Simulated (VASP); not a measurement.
Wanted: the native input for a VASP 6.6.1 run.

| Quantity | Value |
| --- | --- |
| Task | single point |
| Functional | r2SCAN |
| Potentials or basis | VASP PAW PBE potentials, release 64 (Sb) |
| Cutoff | 520 eV |
| k mesh | 18 × 18 × 10 |
| Occupations | gaussian, width 0.15 eV |
| Spin | no spin polarisation |
| Dipole correction | no |
| Further INCAR settings | ALGO = Normal; EDIFF = 1e-06; NBANDS = 12 |

Sb:

```
Sb
1.0
     3.41516    0.00000    0.00000
    -1.70758    2.95761    0.00000
     0.00000    0.00000    5.18690
Sb
2
Direct
  0.33333 0.66667 0.25000
  0.66667 0.33333 0.75000
```

This cell differs from its parent crystal: ratio of the length along z to the lengths across it x 0.96, volume and fractional coordinates fixed.

One way to write it, as run:

POSCAR

```
Sb
1.0
    3.4151566025      0.0000000000      0.0000000000
   -1.7075783013      2.9576123756      0.0000000000
    0.0000000000      0.0000000000      5.1869018618
Sb
2
Direct
    0.3333333333      0.6666666667      0.2500000000
    0.6666666667      0.3333333333      0.7500000000
```

INCAR.step1

```
SYSTEM = Sb
PREC = Accurate
ENCUT = 520
ISMEAR = 0
SIGMA = 0.15
LREAL = .False.
LASPH = .True.
NELM = 80
NBANDS = 12
GGA = PE
ALGO = Normal
EDIFF = 1E-4
LWAVE = .True.
LCHARG = .False.
```

INCAR.step2

```
SYSTEM = Sb
PREC = Accurate
ENCUT = 520
EDIFF = 1E-6
ISMEAR = 0
SIGMA = 0.15
LREAL = .False.
LASPH = .True.
NELM = 80
ALGO = Normal
ISIF = 2
LWAVE = .False.
LCHARG = .False.
METAGGA = R2SCAN
LMIXTAU = .True.
NBANDS = 12
ISTART = 1
```

KPOINTS

```
regular mesh
0
Gamma
  18 18 10
  0 0 0
```

Potentials or basis: VASP PAW PBE potentials, release 64 (Sb).

Run with:

```sh
$ cat potpaw_PBE.64/Sb/POTCAR > POTCAR
$ cp INCAR.step1 INCAR
$ mpirun -np 1 vasp_std > vasp.out
$ cp INCAR.step2 INCAR
$ mpirun -np 1 vasp_std > vasp.out
```

It gave:

* Pressure: 2.2 GPa
* Band gap on the k mesh: zero (band 5 reaches 12.89 eV, above the bottom of band 6 at 5.36 eV)

Caveat: the PAW data sets were made with another functional, which shifts forces and pressure a little; spin-orbit coupling is left out, which moves the levels of the heavy elements.

Run time: 4.3 min on 1 thread of Intel(R) Xeon(R) Platinum 8375C CPU @ 2.90GHz (Ice Lake) (shared host), peak memory 0.27 GiB.
